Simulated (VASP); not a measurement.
Write the native input for VASP 6.6.1 that does the following.

* Task: relaxation of cell and atoms
* Functional: LDA
* Potentials or basis: VASP PAW LDA potentials, release 64 (Ir, Rh_pv)
* Cutoff: 600 eV
* k mesh: 6 × 6 × 6
* Occupations: fermi-dirac, width 0.05 eV
* Spin: no spin polarisation
* Dipole correction: no
* Further INCAR settings: ALGO = Normal; EDIFF = 1e-06; IBRION = 2; EDIFFG = -0.01; NSW = 80; ISIF = 3

The structure of Ir3Rh lies in POSCAR:

```
Ir3Rh
1.0
    3.8403358500      0.0000000000      0.0000000000
    0.0000000000      3.8403358500      0.0000000000
    0.0000000000      0.0000000000      3.8403358500
Ir Rh
3 1
Direct
    0.5000000000      0.0000000000      0.5000000000
    0.0000000000      0.5000000000      0.5000000000
    0.5000000000      0.5000000000      0.0000000000
    0.0000000000      0.0000000000      0.0000000000
```

The input as run:

INCAR

```
  PREC = Accurate
  ENCUT = 600
  EDIFF = 1E-6
  ISMEAR = -1
  SIGMA = 0.05
  LREAL = False
  LASPH = True
  NELM = 60
  ALGO = Normal
  ISIF = 3
  LWAVE = False
  LCHARG = False
  GGA = CA
  IBRION = 2
  NSW = 80
  EDIFFG = -0.01
```

KPOINTS

```
regular mesh
0
Gamma
  6 6 6
```

Potentials or basis: VASP PAW LDA potentials, release 64 (Ir, Rh_pv).

Command:

```sh
$ cat potpaw_LDA.64/Ir/POTCAR potpaw_LDA.64/Rh_pv/POTCAR > POTCAR
$ mpirun -np 1 vasp_std > vasp.out
```

Results of the run:

```yaml
Relaxed_volume: 13.75 Å³/atom
Relaxed_cell: a = 3.803 Å, b = 3.803 Å, c = 3.803 Å, α = 90.00°, β = 90.00°, γ = 90.00°
Space_group_after_relaxing_to_0.1_Å: Pm-3m (No. 221)
Energy_gained_by_relaxing: 14.2 meV/atom
Ionic_steps: 4
Pressure_after_relaxing: -0.1 GPa
Band_gap_on_the_k_mesh: zero (bands 21 and 22 overlap by 2.40 eV)
```

Caveat: spin-orbit coupling is left out, which moves the levels of the heavy elements.

Run time: 2.1 min on 1 thread of Intel Xeon 8259CL, on a shared host, peak memory 0.18 GiB.
